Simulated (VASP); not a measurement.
Write the native input for VASP 6.6.1 that does the following.

```yaml
Task: electric field gradients
Functional: PBE
Potentials_or_basis: VASP PAW PBE potentials, release 64 (Ba_sv, Ti_sv, O)
Cutoff: 520 eV
k_mesh: 7 × 7 × 7
Occupations: fermi-dirac, width 0.08 eV
Spin: no spin polarisation
Dipole_correction: no
Further_INCAR_settings: ALGO = Normal; EDIFF = 1e-08; NBANDS = 28
```

The structure of BaTiO3 lies in POSCAR:

```
BaTiO3
1.0
    4.0130884697      0.0000000000      0.0000000000
    0.0000000000      4.0130884697      0.0000000000
    0.0000000000      0.0000000000      4.0313489353
Ba Ti O
1 1 3
Direct
    0.0000000000      0.0000000000      0.0000000000
    0.5000000000      0.5000000000      0.4820000000
    0.5000000000      0.5000000000      0.0160000000
    0.5000000000      0.0000000000      0.5150000000
    0.0000000000      0.5000000000      0.5150000000
```

This cell differs from its parent crystal: volume scaled by 1.01.

These files were run (other wordings do the same):

INCAR

```
PREC     = Accurate       # precision mode
ENCUT    = 520            # plane-wave cutoff, eV
EDIFF    = 1E-8           # SCF threshold, eV
ISMEAR   = -1             # smearing method
SIGMA    = 0.08           # smearing width, eV
LREAL    = False          # projectors in reciprocal space
LASPH    = True           # aspherical terms in the spheres
NELM     = 100            # most SCF steps
ALGO     = Normal         # electronic algorithm
ISIF     = 2              # what is computed and relaxed
LWAVE    = False          # write WAVECAR
LCHARG   = False          # write CHGCAR
GGA      = PE             # functional
LEFG     = True         
NBANDS   = 28             # bands
```

KPOINTS

```
regular mesh
0
Gamma
  7 7 7
```

Potentials or basis: VASP PAW PBE potentials, release 64 (Ba_sv, Ti_sv, O).

Command:

```sh
$ cat potpaw_PBE.64/Ba_sv/POTCAR potpaw_PBE.64/Ti_sv/POTCAR potpaw_PBE.64/O/POTCAR > POTCAR
$ mpirun -np 1 vasp_std > vasp.out
```

Results of the run:

```
Pressure               : 2.7 GPa
Largest force          : 0.376 eV/Å
Band gap on the k mesh : 1.85 eV, indirect (least direct gap 2.09 eV)
```

Caveat: without QUAD_EFG the Cq values of the log hold for a quadrupole moment of 1 mb, not for the nuclei; spin-orbit coupling is left out, which moves the levels of the heavy elements.

It took 70 s on 1 thread of Intel Xeon 6975P-C, on a shared host, peak memory 0.22 GiB.
